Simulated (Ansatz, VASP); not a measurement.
Two plane-wave programs on Ag2BrCl

File INCAR:

```
SYSTEM = Ag2BrCl
PREC = Accurate
ENCUT = 520
EDIFF = 1E-7
ISMEAR = -1
SIGMA = 0.02
LREAL = .False.
LASPH = .True.
NELM = 100
ALGO = Normal
ISIF = 2
LWAVE = .False.
LCHARG = .True.
GGA = PE
LELF = .True.
LVHAR = .True.
NBANDS = 26
```

File KPOINTS:

```
regular mesh
0
Gamma
  8 8 8
  0 0 0
```

The input POSCAR:

```
Ag2BrCl
1.0
    2.0076808311      1.1591350683      6.6972323496
   -2.0076808311      1.1591350683      6.6972323496
    0.0000000000     -2.3182701366      6.6972323496
Cl Br Ag
1 1 2
Direct
    1.0000000000      0.0000000000      0.0000000000
    0.5000000000      0.5000000000      0.5000000000
    0.2533778008      0.2533778008      0.2533778008
    0.7466221992      0.7466221992      0.7466221992
```

Input for Ansatz:

```yaml
crystal:
  lattice:
    - [2.0076808311, 1.1591350683, 6.6972323496]
    - [-2.0076808311, 1.1591350683, 6.6972323496]
    - [0.0, -2.3182701366, 6.6972323496]
  atoms:
    - { symbol: Cl, position: [1.0, 0.0, 0.0] }
    - { symbol: Br, position: [0.5, 0.5, 0.5] }
    - { symbol: Ag, position: [0.2533778008, 0.2533778008, 0.2533778008] }
    - { symbol: Ag, position: [0.7466221992, 0.7466221992, 0.7466221992] }
kpoints:
  mp_grid: { grid: [8, 8, 8] }
  band_path:
    path:
      - [0.0, 0.0, 0.0]
      - [0.5, 0.5, 0.5]
      - [0.8122453869, 0.1877546131, 0.5]
      - [0.5, -0.1877546131, 0.1877546131]
      - [0.5, 0.0, 0.0]
      - [0.3438773065, -0.3438773065, 0.0]
      - [0.6561226935, 0.0, 0.3438773065]
      - [0.5, 0.0, 0.5]
    npoints: 1
hamiltonian:
  xc: pbe
scf:
  occupations: { method: fermi_dirac, width: 0.02 }
  n_extra_bands: 5
output:
  forces: true
  stress: true
  eigenvalues: true
```

Change from the starting cell: uniaxial_z strain +2.8%.

Alike in both runs: task single point; functional PBE; k mesh 8 × 8 × 8; occupations fermi-dirac, width 0.02 eV; no spin polarisation.

```csv
,VASP,Ansatz
version,VASP 6.6.1,Ansatz 0.2.0
potentials or method,"VASP PAW PBE potentials, release 64 (Cl, Br, Ag)","plane waves, PAW"
plane-wave cutoff (eV),520,420
valence electrons in the cell,36,52
```

|  | VASP | Ansatz | Ansatz less VASP |
| --- | --- | --- | --- |
| gap on the k mesh at the Fermi level (eV) | 0.76 | 0.76 | +0.002 |
| pressure (GPa) | 0.1 | 0.2 | +0.09 |
| traceless stress, the component that is largest in VASP (GPa) | -0.26 | -0.25 | +0.002 |
| rms of the force components (eV/Å) | 0.014 | 0.014 | +0.0005 |

Atom by atom the forces differ by 0.001 eV/Å (rms over components). VASP's potentials hold 36 valence electrons a cell and Ansatz's 52, so a difference there can come from the potentials and not from the codes.
